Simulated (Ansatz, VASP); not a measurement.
Two plane-wave programs on AgI

POSCAR

```
AgI
1.0
   -2.3243249503      2.3243249503      3.2907520899
    2.3243249503     -2.3243249503      3.2907520899
    2.3243249503      2.3243249503     -3.2907520899
Ag I
1 1
Direct
    0.2500000000      0.7500000000      0.5000000000
    0.0000000000      0.0000000000      0.0000000000
```

INCAR.step1

```
SYSTEM = AgI
ALGO = Normal ; EDIFF = 1E-5
ENCUT = 400 ; GGA = PE
GGA_COMPAT = .FALSE. ; ISIF = 2
ISMEAR = 0 ; LASPH = .TRUE.
LCHARG = .FALSE. ; LREAL = .FALSE.
LWAVE = .TRUE. ; NBANDS = 16
NELM = 120 ; PREC = Accurate
SIGMA = 0.01
```

The input INCAR.step2:

```
SYSTEM = AgI
ALGO = Normal ; EDIFF = 1E-6
ENCUT = 400 ; GGA = PE
GGA_COMPAT = .FALSE. ; HFSCREEN = 0.2079
ISIF = 2 ; ISMEAR = 0
ISTART = 1 ; LASPH = .TRUE.
LCHARG = .FALSE. ; LHFCALC = .TRUE.
LREAL = .FALSE. ; LWAVE = .FALSE.
NBANDS = 16 ; NELM = 120
PREC = Accurate ; PRECFOCK = Normal
SIGMA = 0.01
```

Contents of KPOINTS:

```
k-points
0
G
  4 4 4
  0 0 0
```

Input for Ansatz:

```yaml
crystal:
  lattice:
    - [-2.3243249503, 2.3243249503, 3.2907520899]
    - [2.3243249503, -2.3243249503, 3.2907520899]
    - [2.3243249503, 2.3243249503, -3.2907520899]
  atoms:
    - { symbol: Ag, position: [0.25, 0.75, 0.5] }
    - { symbol: I, position: [0.0, 0.0, 0.0] }
kpoints:
  mp_grid: { grid: [4, 4, 4] }
hamiltonian:
  xc: hse06
scf:
  occupations: { method: fixed }
  n_extra_bands: 4
output:
  forces: true
  stress: true
  eigenvalues: true
```

Alike in both runs: task single point; functional HSE06; k mesh 4 × 4 × 4; no spin polarisation.

```csv
,VASP,Ansatz
version,VASP 6.6.1,Ansatz 0.2.0
potentials or method,"VASP PAW PBE potentials, release 64 (Ag, I)","plane waves, PAW"
plane-wave cutoff (eV),400,420
occupations,"gaussian, width 0.01 eV",fixed
valence electrons in the cell,18,36
```

```tsv
	VASP	Ansatz	Ansatz less VASP
gap on the k mesh at the Fermi level (eV)	2.48	2.51	+0.025
pressure (GPa)	0.4	0.6	+0.21
```

VASP's potentials hold 18 valence electrons a cell and Ansatz's 36, so a difference there can come from the potentials and not from the codes. Ansatz's warnings: stress exchange threshold loose, stress scf threshold loose.

The k mesh is coarse, so the values compare programs but aren't converged. Neither program's run includes spin-orbit coupling.
